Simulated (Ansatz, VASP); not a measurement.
## MoS2 in VASP and in Ansatz

INCAR

```
ALGO     = Normal         # electronic algorithm
EDIFF    = 1E-6           # SCF threshold, eV
ENCUT    = 500            # plane-wave cutoff, eV
GGA      = PE             # functional
GGA_COMPAT= False        
ISIF     = 2              # what is computed and relaxed
ISMEAR   = 0              # smearing method
ISPIN    = 2              # spin polarisation
IVDW     = 12             # dispersion correction
LASPH    = True           # aspherical terms in the spheres
LCHARG   = False          # write CHGCAR
LMAXMIX  = 4              # l up to which the mixer works
LORBIT   = 11             # projections on sites
LREAL    = False          # projectors in reciprocal space
LWAVE    = False          # write WAVECAR
MAGMOM   = 1 1 0 0 0 0    # initial moments
NBANDS   = 39             # bands
NELM     = 200            # most SCF steps
PREC     = Accurate       # precision mode
SIGMA    = 0.1            # smearing width, eV
```

KPOINTS

```
k-points
0
Gamma
  6 6 2
```

POSCAR

```
MoS2
1.0
    3.1610016016      0.0000000000      0.0000000000
   -1.5805008008      2.7375076884      0.0000000000
    0.0000000000      0.0000000000     12.2950000000
Mo S
2 4
Direct
    0.3333333333      0.6666666667      0.2500000000
    0.6666666667      0.3333333333      0.7500000000
    0.3333333333      0.6666666667      0.6275000000
    0.6666666667      0.3333333333      0.1275000000
    0.3333333333      0.6666666667      0.8725000000
    0.6666666667      0.3333333333      0.3725000000
```

Input for Ansatz:

```yaml
crystal:
  lattice:
    - [3.1610016016, 0.0, 0.0]
    - [-1.5805008008, 2.7375076884, 0.0]
    - [0.0, 0.0, 12.295]
  atoms:
    - { symbol: Mo, position: [0.3333333333, 0.6666666667, 0.25], spin: 1.0 }
    - { symbol: Mo, position: [0.6666666667, 0.3333333333, 0.75], spin: 1.0 }
    - { symbol: S, position: [0.3333333333, 0.6666666667, 0.6275] }
    - { symbol: S, position: [0.6666666667, 0.3333333333, 0.1275] }
    - { symbol: S, position: [0.3333333333, 0.6666666667, 0.8725] }
    - { symbol: S, position: [0.6666666667, 0.3333333333, 0.3725] }
basis:
  ecutwfc: 420
kpoints:
  mp_grid: { grid: [6, 6, 2] }
hamiltonian:
  xc: pbe
  dispersion: d3bj
scf:
  occupations: { method: gaussian, width: 0.1 }
  lower_state_search: "off"
output:
  forces: true
  stress: true
  eigenvalues: true
  populations: true
magnetization:
  spin_polarized: true
```

Alike in both runs: task single point; functional PBE; dispersion D3(BJ); k mesh 6 × 6 × 2; occupations gaussian, width 0.1 eV; collinear spin.

|  | VASP | Ansatz |
| --- | --- | --- |
| version | VASP 6.6.1 | Ansatz 0.2.0 |
| potentials or method | VASP PAW PBE potentials, release 64 (Mo_sv, S), cutoff 500 eV | scalar-relativistic, plane waves, PAW |
| valence electrons in the cell | 52 | 52 |

Ansatz gave:

* gap on the k mesh at the Fermi level (eV): 0.71
* least direct gap on the mesh (eV): 1.58
* pressure (GPa): 4.9
* traceless stress, the component that is largest in VASP (GPa): 4.52
* rms of the force components (eV/Å): 0.577
* net moment per atom (μB): 0.00

Task: Which values does VASP return?

Result: gap on the k mesh at the Fermi level (eV): 0.73; least direct gap on the mesh (eV): 1.59; pressure (GPa): 4.8; traceless stress, the component that is largest in VASP (GPa): 4.47; rms of the force components (eV/Å): 0.569; net moment per atom (μB): 0.00.

Atom by atom the forces differ by 0.008 eV/Å (rms over components). Ansatz's warnings: seeded moment not kept.
